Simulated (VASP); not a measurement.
# Pt (a cell with a defect): single point with PBE

Crystal: Pt (a cell with a defect).

```
Pt
1.0
     0.00000    3.92180    3.92180
     3.92180    0.00000    3.92180
     3.92180    3.92180    0.00000
Pt
7
Direct
  0.00000 0.00000 0.00000
  0.00000 0.50000 0.00000
  0.00000 0.50000 0.50000
  0.50000 0.00000 0.00000
  0.50000 0.00000 0.50000
  0.50000 0.50000 0.00000
  0.50000 0.50000 0.50000
```

| Quantity | Value |
| --- | --- |
| Program | VASP 6.6.1 |
| Task | single point |
| Functional | PBE |
| Potentials or basis | VASP PAW PBE potentials, release 64 (Pt) |
| Cutoff | 520 eV |
| k mesh | 3 × 3 × 3 |
| Occupations | gaussian, width 0.1 eV |
| Spin | no spin polarisation |
| Dipole correction | no |
| Further INCAR settings | ALGO = Normal; EDIFF = 1e-06; NBANDS = 44 |

```json
{
  "Pressure": "-6.2 GPa",
  "Band gap on the k mesh": "zero (band 35 reaches 9.42 eV, above the bottom of band 36 at 8.53 eV)"
}
```

Levels at points of the mesh, in eV from the Fermi level:
| k point | band 32 | band 33 | band 34 | band 35 | band 36 | band 37 |
| --- | --- | --- | --- | --- | --- | --- |
| (0.00, 0.00, 0.00) | 0.61 | 0.61 | 0.65 | 0.74 | 0.74 | 0.74 |

It took 78 s on 1 thread of AMD EPYC 7R13, on a shared host, peak memory 0.21 GiB.

Caveat: the k points lie up to 0.46 Å⁻¹ apart; spin-orbit coupling is left out, which moves the levels of the heavy elements.
